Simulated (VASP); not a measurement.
# SiW4 (Pm-3m) in VASP: notebook

Runs on SiW4. Level: PBE. Tasks: relaxation of cell and atoms.

All numbers are computed with VASP 6.6.1; they aren't measurements. Logs are shortened: lines on timing, memory, paths and dates and some standing lists are left out, and cuts for length are marked.

### 1 The cell of the first run

The structure is cubic, space group Pm-3m (No. 221). Conventional cell: a = 4.625 Å, b = 4.625 Å, c = 4.625 Å, α = 90.00°, β = 90.00°, γ = 90.00°. Si (site symmetry m-3m) has 20 W at 3.27 to 4.01 Å within 4.3 Å. W (site symmetry 4/mmm) has 2 W at 2.31 Å within 3.1 Å. Within 3.1 Å of W (site symmetry m-3m) lie 6 W at 2.31 Å.

### 2 Relaxation of cell and atoms, PBE

Contents of INCAR:

```
SYSTEM = SiW4
PREC     = Accurate       ! precision mode
ENCUT    = 600            ! plane-wave cutoff, eV
EDIFF    = 1E-7           ! SCF threshold, eV
ISMEAR   = 0              ! smearing method
SIGMA    = 0.1            ! smearing width, eV
LREAL    = .FALSE.        ! projectors in reciprocal space
LASPH    = .TRUE.         ! aspherical terms in the spheres
NELM     = 100            ! most SCF steps
ALGO     = Normal         ! electronic algorithm
ISIF     = 3              ! what is computed and relaxed
LWAVE    = .FALSE.        ! write WAVECAR
LCHARG   = .FALSE.        ! write CHGCAR
GGA      = PE             ! functional
IBRION   = 2              ! ionic algorithm
NSW      = 90             ! ionic steps
EDIFFG   = -0.04          ! ionic threshold
```

Contents of KPOINTS:

```
Automatic mesh
0
G
  4 4 4
  0 0 0
```

Contents of POSCAR:

```
SiW4
1.0
    4.6245988500      0.0000000000      0.0000000000
    0.0000000000      4.6245988500      0.0000000000
    0.0000000000      0.0000000000      4.6245988500
Si W
1 4
Direct
    0.0000000000      0.0000000000      0.0000000000
    0.0000000000      0.5000000000      0.5000000000
    0.5000000000      0.0000000000      0.5000000000
    0.5000000000      0.5000000000      0.0000000000
    0.5000000000      0.5000000000      0.5000000000
```

Potentials or basis: VASP PAW PBE potentials, release 64 (Si, W_sv).

Command:

```console
$ cat potpaw_PBE.64/Si/POTCAR potpaw_PBE.64/W_sv/POTCAR > POTCAR
$ mpirun -np 1 vasp_std > vasp.out
```

OUTCAR:

```text
SYSTEM = SiW4
   PREC = Accurate
   ENCUT = 600
   EDIFF = 1E-7
   ISMEAR = 0
   LREAL = .FALSE.
   LASPH = .TRUE.
   NELM = 100
   ISIF = 3
   GGA = PE
   IBRION = 2
   NSW = 90
   EDIFFG = -0.04

 ion  position               nearest neighbor table
   1  0.000  0.000  0.000-   2 3.27   3 3.27   4 3.27   2 3.27   3 3.27   2 3.27   4 3.27   2 3.27
                             3 3.27   4 3.27   3 3.27   4 3.27
   2  0.000  0.500  0.500-   5 2.31   5 2.31   4 3.27   1 3.27   1 3.27   4 3.27   1 3.27   3 3.27
                             1 3.27   3 3.27   4 3.27   3 3.27   4 3.27   3 3.27
   3  0.500  0.000  0.500-   5 2.31   5 2.31   4 3.27   1 3.27   1 3.27   4 3.27   2 3.27   4 3.27
                             2 3.27   4 3.27   1 3.27   2 3.27   1 3.27   2 3.27
   4  0.500  0.500  0.000-   5 2.31   5 2.31   3 3.27   1 3.27   2 3.27   3 3.27   2 3.27   1 3.27
                             3 3.27   3 3.27   1 3.27   2 3.27   2 3.27   1 3.27
   5  0.500  0.500  0.500-   2 2.31   3 2.31   4 2.31   4 2.31   3 2.31   2 2.31

  LATTYP: Found a simple cubic cell.
 ALAT       =     4.6245988500

  Lattice vectors:

 A1 = (   4.6245988500,   0.0000000000,   0.0000000000)
 A2 = (   0.0000000000,   4.6245988500,   0.0000000000)
 A3 = (   0.0000000000,   0.0000000000,   4.6245988500)

Analysis of symmetry for initial positions (statically):
=====================================================================
 Subroutine PRICEL returns:
 Original cell was already a primitive cell.

 Routine SETGRP: Setting up the symmetry group for a
 simple cubic supercell.

 Subroutine GETGRP returns: Found 48 space group operations
[... 9 lines left out ...]

 Routine SETGRP: Setting up the symmetry group for a
 simple cubic supercell.

 Subroutine GETGRP returns: Found 48 space group operations
[... 11 lines left out ...]
                                     Primitive cell

  volume of cell :      98.9059

  direct lattice vectors                    reciprocal lattice vectors
     4.624598850  0.000000000  0.000000000     0.216234971  0.000000000  0.000000000
     0.000000000  4.624598850  0.000000000     0.000000000  0.216234971  0.000000000
     0.000000000  0.000000000  4.624598850     0.000000000  0.000000000  0.216234971

  length of vectors
     4.624598850  4.624598850  4.624598850     0.216234971  0.216234971  0.216234971

  position of ions in fractional coordinates (direct lattice)
     0.000000000  0.000000000  0.000000000
     0.000000000  0.500000000  0.500000000
     0.500000000  0.000000000  0.500000000
     0.500000000  0.500000000  0.000000000
     0.500000000  0.500000000  0.500000000

  ion indices of the primitive-cell ions
   primitive index   ion index
                 1           1
                 2           2
                 3           3
                 4           4
                 5           5

----------------------------------------------------------------------------------------

 KPOINTS: Automatic mesh

Automatic generation of k-mesh.
 Grid dimensions read from file:
 generate k-points for:    4    4    4

 Generating k-lattice:

  Cartesian coordinates                     Fractional coordinates (reciprocal lattice)
     0.054058743  0.000000000  0.000000000     0.250000000  0.000000000  0.000000000
     0.000000000  0.054058743  0.000000000     0.000000000  0.250000000  0.000000000
     0.000000000  0.000000000  0.054058743     0.000000000  0.000000000  0.250000000

  Length of vectors
     0.054058743  0.054058743  0.054058743

  Shift w.r.t. Gamma in fractional coordinates (k-lattice)
     0.000000000  0.000000000  0.000000000

 Subroutine IBZKPT returns following result:
 ===========================================

 Found     10 irreducible k-points:

 Following reciprocal coordinates:
            Coordinates               Weight
  0.000000  0.000000  0.000000      1.000000
  0.250000  0.000000  0.000000      6.000000
  0.500000  0.000000  0.000000      3.000000
  0.250000  0.250000  0.000000     12.000000
  0.500000  0.250000  0.000000     12.000000
  0.500000  0.500000  0.000000      3.000000
  0.250000  0.250000  0.250000      8.000000
  0.500000  0.250000  0.250000     12.000000
  0.500000  0.500000  0.250000      6.000000
  0.500000  0.500000  0.500000      1.000000
   k-points           NKPTS =     10   k-points in BZ     NKDIM =     10   number of bands    NBANDS=     36
   number of dos      NEDOS =    301   number of ions     NIONS =      5
   total plane-waves  NPLWV =  64000
   dimension x,y,z NGX =    40 NGY =   40 NGZ =   40
   dimension x,y,z NGXF=    80 NGYF=   80 NGZF=   80
   ions per type =               1   4
   NGX,Y,Z   is equivalent  to a cutoff of  14.38, 14.38, 14.38 a.u.
   NGXF,Y,Z  is equivalent  to a cutoff of  28.76, 28.76, 28.76 a.u.
 SYSTEM =  SiW4
   PREC   = accura    normal or accurate (medium, high low for compatibility)
   ISTART =      0    job   : 0-new  1-cont  2-samecut
   ICHARG =      2    charge: 1-file 2-atom 10-const
   ISPIN  =      1    spin polarized calculation?
   LNONCOLLINEAR =      F non collinear calculations
   LSORBIT =      F    spin-orbit coupling
   LASPH  =      T    aspherical Exc in radial PAW
   ENCUT  =  600.0 eV  44.10 Ry    6.64 a.u.   9.24  9.24  9.24*2*pi/ulx,y,z
   NELM   =    100;   NELMIN=  2; NELMDL= -5     # of ELM steps
   EDIFF  = 0.1E-06   stopping-criterion for ELM
   LREAL  =      F    real-space projection
   EDIFFG = -.4E-01   stopping-criterion for IOM
   NSW    =     90    number of steps for IOM
   IBRION =      2    ionic relax: 0-MD 1-quasi-New 2-CG
   NFREE  =      1    steps in history (QN), initial steepest desc. (CG)
   ISIF   =      3    stress and relaxation
   ISYM   =      2    0-nonsym 1-usesym 2-fastsym
   POTIM  = 0.5000    time-step for ionic-motion
   TEBEG  =    0.0;   TEEND  =   0.0 temperature during run
   PSTRESS=    0.0 pullay stress
   NELECT =      60.0000    total number of electrons
   NUPDOWN=      -1.0000    fix difference up-down
   EMIN   =  10.00;   EMAX   =-10.00  energy-range for DOS
   EFERMI =   0.00;   METHOD = LEGACY
   ISMEAR =     0;   SIGMA  =   0.10  broadening in eV -4-tet -1-fermi 0-gaus
   EFERMI_NEDOS =   21; number of points for ismear=-14 and -15
   IALGO  =     38    algorithm
   IMIX   =      4    mixing-type and parameters
     AMIX     =   0.40;   BMIX     =  1.00
     AMIX_MAG =   1.60;   BMIX_MAG =  1.00
  volume/ion in A,a.u.               =      19.78       133.49
  Fermi-wavevector in a.u.,A,eV,Ry     =   1.385855  2.618887 26.131275  1.920595
  Thomas-Fermi vector in A             =   2.510226
   LORBIT       =      0    0 simple, 1 ext, 2 COOP (PROOUT), +10 PAW based schemes
   GGA     = PE    functional components
   LHFCALC =     F    Hartree Fock is set to
   AEXX    =    0.0000 exact exchange contribution
   IVDW    =     0    specifies the selected vdW correction
   LEPSILON=     F    determine dielectric tensor
   LRPA    =     F    only Hartree local field effects (RPA)
 conjugate gradient relaxation of ions
 non-spin polarized calculation
 Gauss-broadening in eV      SIGMA  =   0.10
  energy-cutoff  :      600.00
  volume of cell :       98.91
 maximum number of plane-waves:      3362
 NGX is ok and might be reduce to    40
   NGX = 19   NGY = 19   NGZ = 19

--------------------------------------- Ionic step        1  -------------------------------------------

 number of electron      60.0000002 magnetization

 Free energy of the ion-electron system (eV)
  ---------------------------------------------------
  ext. energy  EPLUGINS =         0.00000000
  ---------------------------------------------------
  free energy    TOTEN  =       -44.48788847 eV

  energy without entropy =      -44.42774969  energy(sigma->0) =      -44.45781908

------------------------ aborting loop because EDIFF is reached ----------------------------------------

  FORCE on cell =-STRESS in cart. coord.  units (eV):
  Direction    XX          YY          ZZ          XY          YZ          ZX
  --------------------------------------------------------------------------------------
  -------------------------------------------------------------------------------------
  Total       10.2259701     10.2259701     10.2259701      0.0000000      0.0000000      0.0000000
  in kB      165.6505566    165.6505566    165.6505566      0.0000000      0.0000000      0.0000000
  external PRESSURE =     165.6505566 kB  Pullay stress =       0.0000000 kB

 VOLUME and BASIS-vectors are now :
 -----------------------------------------------------------------------------
  energy-cutoff  :      600.00
  volume of cell :       98.91
      direct lattice vectors                 reciprocal lattice vectors
     4.624598850  0.000000000  0.000000000     0.216234971  0.000000000  0.000000000
     0.000000000  4.624598850  0.000000000     0.000000000  0.216234971  0.000000000
     0.000000000  0.000000000  4.624598850     0.000000000  0.000000000  0.216234971

 POSITION                                       TOTAL-FORCE (eV/Angst)
 -----------------------------------------------------------------------------------
      0.00000      0.00000      0.00000         0.000000      0.000000      0.000000
      0.00000      2.31230      2.31230         0.000000      0.000000      0.000000
      2.31230      0.00000      2.31230         0.000000      0.000000      0.000000
      2.31230      2.31230      0.00000         0.000000      0.000000      0.000000
      2.31230      2.31230      2.31230         0.000000      0.000000      0.000000
 -----------------------------------------------------------------------------------
    total drift:                               -0.000000     -0.000000     -0.000000

  FREE ENERGIE OF THE ION-ELECTRON SYSTEM (eV)
  ---------------------------------------------------
  free  energy   TOTEN  =       -44.4878884711 eV
[... 65 lines left out ...]
 POSITION                                       TOTAL-FORCE (eV/Angst)
 -----------------------------------------------------------------------------------
      0.00000      0.00000      0.00000        -0.000000      0.000000      0.000000
     -0.00000      2.39627      2.39627         0.000000     -0.000000      0.000000
      2.39627      0.00000      2.39627         0.000000     -0.000000      0.000000
      2.39627      2.39627      0.00000        -0.000000      0.000000      0.000000
      2.39627      2.39627      2.39627         0.000000     -0.000000      0.000000
 -----------------------------------------------------------------------------------
    total drift:                               -0.000000     -0.000000     -0.000000

  FREE ENERGIE OF THE ION-ELECTRON SYSTEM (eV)
  ---------------------------------------------------
  free  energy   TOTEN  =       -44.9971369304 eV

  energy  without entropy=      -44.9438899879  energy(sigma->0) =      -44.97051346

--------------------------------------- Ionic step        4  -------------------------------------------

 number of electron      59.9999987 magnetization

 Free energy of the ion-electron system (eV)
  ---------------------------------------------------
  ext. energy  EPLUGINS =         0.00000000
  ---------------------------------------------------
  free energy    TOTEN  =       -44.99825401 eV

  energy without entropy =      -44.94437181  energy(sigma->0) =      -44.97131291

 E-fermi :   6.8917     XC(G=0): -11.1764

 val. band max:        6.8912329401   @ k =   0.5000   0.2500   0.2500
 cond. band min:       6.9024857167   @ k =   0.5000   0.2500   0.2500
 fundamental gap:      0.0112527766
 Fermi energy:         6.8916776412

 k-point     1 :       0.0000    0.0000    0.0000
  band No.  band energies     occupation
      1     -67.5953      2.00000
      2     -67.5332      2.00000
      3     -67.5332      2.00000
      4     -66.4335      2.00000
      5     -32.7725      2.00000
      6     -32.7725      2.00000
[... 28 lines left out ...]
     35       8.8771      0.00000
     36       8.8771      0.00000
[... 362 lines left out ...]
 VOLUME and BASIS-vectors are now :
 -----------------------------------------------------------------------------
  energy-cutoff  :      600.00
  volume of cell :      109.59
      direct lattice vectors                 reciprocal lattice vectors
     4.785405182  0.000000000  0.000000000     0.208968721 -0.000000000  0.000000000
     0.000000000  4.785405182  0.000000000    -0.000000000  0.208968721 -0.000000000
    -0.000000000  0.000000000  4.785405182    -0.000000000 -0.000000000  0.208968721

 POSITION                                       TOTAL-FORCE (eV/Angst)
 -----------------------------------------------------------------------------------
      0.00000      0.00000      0.00000        -0.000000      0.000000      0.000000
     -0.00000      2.39270      2.39270         0.000000     -0.000000      0.000000
      2.39270      0.00000      2.39270         0.000000     -0.000000      0.000000
      2.39270      2.39270      0.00000        -0.000000      0.000000      0.000000
      2.39270      2.39270      2.39270         0.000000     -0.000000      0.000000
 -----------------------------------------------------------------------------------
    total drift:                               -0.000000     -0.000000     -0.000000

  FREE ENERGIE OF THE ION-ELECTRON SYSTEM (eV)
  ---------------------------------------------------
  free  energy   TOTEN  =       -44.9982540093 eV

  energy  without entropy=      -44.9443718144  energy(sigma->0) =      -44.97131291

 reached required accuracy - stopping structural energy minimisation
```

Run time: 86 s. Hardware: 1 thread of Intel Xeon 6975P-C (Granite Rapids), shared host; peak memory 0.26 GiB.

What came out:

* Free energy: -44.9983 eV
* Relaxed volume: 21.92 Å³/atom
* Relaxed cell: a = 4.785 Å, b = 4.785 Å, c = 4.785 Å, α = 90.00°, β = 90.00°, γ = 90.00°
* Space group after relaxing (to 0.05 Å): Pm-3m (No. 221)
* Energy gained by relaxing: 102.1 meV/atom
* Ionic steps: 4
* Pressure after relaxing: -0.1 GPa
* Band gap on the k mesh: zero (band 30 reaches 7.12 eV, above the bottom of band 31 at 6.50 eV)

Step by step:
```tsv
step	energy change (eV)	largest force (eV/Å)	pressure (GPa)	volume (Å³)
1	0.0000	0.0000	16.57	98.91
2	0.8086	0.0000	-16.62	131.17
3	-0.5092	0.0000	-0.66	110.08
4	-0.5104	0.0000	-0.06	109.59
```

Final structure:
```cif
data_structure
_symmetry_space_group_name_H-M 'P 1'
_symmetry_Int_Tables_number 1
_cell_length_a 4.7854
_cell_length_b 4.7854
_cell_length_c 4.7854
_cell_angle_alpha 90.000
_cell_angle_beta 90.000
_cell_angle_gamma 90.000
_cell_volume 109.59
loop_
_atom_site_label
_atom_site_type_symbol
_atom_site_fract_x
_atom_site_fract_y
_atom_site_fract_z
_atom_site_occupancy
Si1 Si 0.00000 0.00000 0.00000 1
W1 W 0.00000 0.50000 0.50000 1
W2 W 0.50000 0.00000 0.50000 1
W3 W 0.50000 0.50000 0.00000 1
W4 W 0.50000 0.50000 0.50000 1
```

Caveat: spin-orbit coupling is left out, which moves the levels of the heavy elements.

### 3 Relaxation of cell and atoms, PBE

This run uses another cell than the first one, of 21.76 Å³/atom, 1.100 times its volume.

Contents of INCAR:

```
PREC = Accurate ; ENCUT = 600
EDIFF = 1E-7 ; ISMEAR = 0
SIGMA = 0.1 ; LREAL = False
LASPH = True ; NELM = 100
ALGO = Fast ; ISIF = 3
LWAVE = False ; LCHARG = False
GGA = PE ; IBRION = 2
NSW = 100 ; EDIFFG = -0.01
```

Contents of KPOINTS:

```
regular mesh
0
Gamma
  8 8 8
```

Edit POSCAR of step 2 so:

```diff
@@ -2,5 +2,5 @@
 1.0
-    4.6245988500      0.0000000000      0.0000000000
-    0.0000000000      4.6245988500      0.0000000000
-    0.0000000000      0.0000000000      4.6245988500
+    4.7738198458      0.0000000000      0.0000000000
+    0.0000000000      4.7738198458      0.0000000000
+    0.0000000000      0.0000000000      4.7738198458
 Si W
```

Potentials or basis: VASP PAW PBE potentials, release 64 (Si, W_sv).

Command:

```console
$ cat potpaw_PBE.64/Si/POTCAR potpaw_PBE.64/W_sv/POTCAR > POTCAR
$ mpirun -np 1 vasp_std > vasp.out
```

It took 3.8 min on 1 thread of Intel Xeon 6975P-C (Granite Rapids), shared host; peak memory 0.33 GiB.

The run converged. Its results:

| Quantity | Value |
| --- | --- |
| Free energy | -45.1986 eV |
| Relaxed volume | 21.79 Å³/atom |
| Relaxed cell | a = 4.776 Å, b = 4.776 Å, c = 4.776 Å, α = 90.00°, β = 90.00°, γ = 90.00° |
| Space group after relaxing (to 0.05 Å) | Pm-3m (No. 221) |
| Energy gained by relaxing | 0.0 meV/atom |
| Ionic steps | 3 |
| Pressure after relaxing | 0.0 GPa |
| Band gap on the k mesh | zero (band 30 reaches 7.17 eV, above the bottom of band 31 at 6.53 eV) |

Final structure:
```cif
data_structure
_symmetry_space_group_name_H-M 'P 1'
_symmetry_Int_Tables_number 1
_cell_length_a 4.7760
_cell_length_b 4.7760
_cell_length_c 4.7760
_cell_angle_alpha 90.000
_cell_angle_beta 90.000
_cell_angle_gamma 90.000
_cell_volume 108.94
loop_
_atom_site_label
_atom_site_type_symbol
_atom_site_fract_x
_atom_site_fract_y
_atom_site_fract_z
_atom_site_occupancy
Si1 Si 0.00000 0.00000 0.00000 1
W1 W 0.00000 0.50000 0.50000 1
W2 W 0.50000 0.00000 0.50000 1
W3 W 0.50000 0.50000 0.00000 1
W4 W 0.50000 0.50000 0.50000 1
```

Levels at points of the mesh, in eV from the Fermi level:
```
           k point  band 28  band 29  band 30  band 31  band 32  band 33
(0.00, 0.00, 0.00)    -0.98    -0.20     0.05     0.05     0.05     2.01
(0.50, 0.00, 0.00)    -0.96    -0.96    -0.91    -0.37     0.13     0.27
(0.50, 0.50, 0.00)    -1.37    -0.64    -0.02    -0.02     0.13     0.57
(0.50, 0.50, 0.50)     0.01     0.01     0.01     0.19     0.19     0.20
```

Caveat: spin-orbit coupling is left out, which moves the levels of the heavy elements.
